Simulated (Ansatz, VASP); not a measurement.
**GaN: VASP beside Ansatz**

```
CELL_PARAMETERS angstrom
3.18257 0.00796 0.00796
-1.58440 2.75221 0.00291
0.01296 0.01296 5.18541
ATOMIC_POSITIONS crystal
Ga 0.33264 0.66628 0.99920
Ga 0.66632 0.33295 0.49920
N 0.33294 0.66705 0.37580
N 0.66810 0.33371 0.87580
```

Change from the starting cell: equal xy, yz and zx engineering shears of +0.5 %.

Alike in both runs: functional PBEsol; k mesh 8 × 8 × 4; no spin polarisation.

Ansatz relaxed the structure, and its values are those at the end. VASP's run is a single point on that final structure, the one shown.

|  | VASP | Ansatz |
| --- | --- | --- |
| version | VASP 6.6.1 | Ansatz 0.2.0 |
| potentials or method | VASP PAW PBE potentials, release 64 (Ga_d, N), cutoff 520 eV | all-electron LAPW, scalar-relativistic |
| occupations | gaussian, width 0.01 eV | fixed |

Ansatz gave:

| Item | Value |
| --- | --- |
| gap on the k mesh at the Fermi level (eV) | 1.88 |
| pressure (GPa) | 0.0 |

Question: What did VASP give for the same quantities?

Answer: gap on the k mesh at the Fermi level (eV): 1.88; pressure (GPa): -0.2.

VASP's potentials were made for PBE, not for PBEsol. Ansatz ran all-electron here, and VASP with PAW potentials.
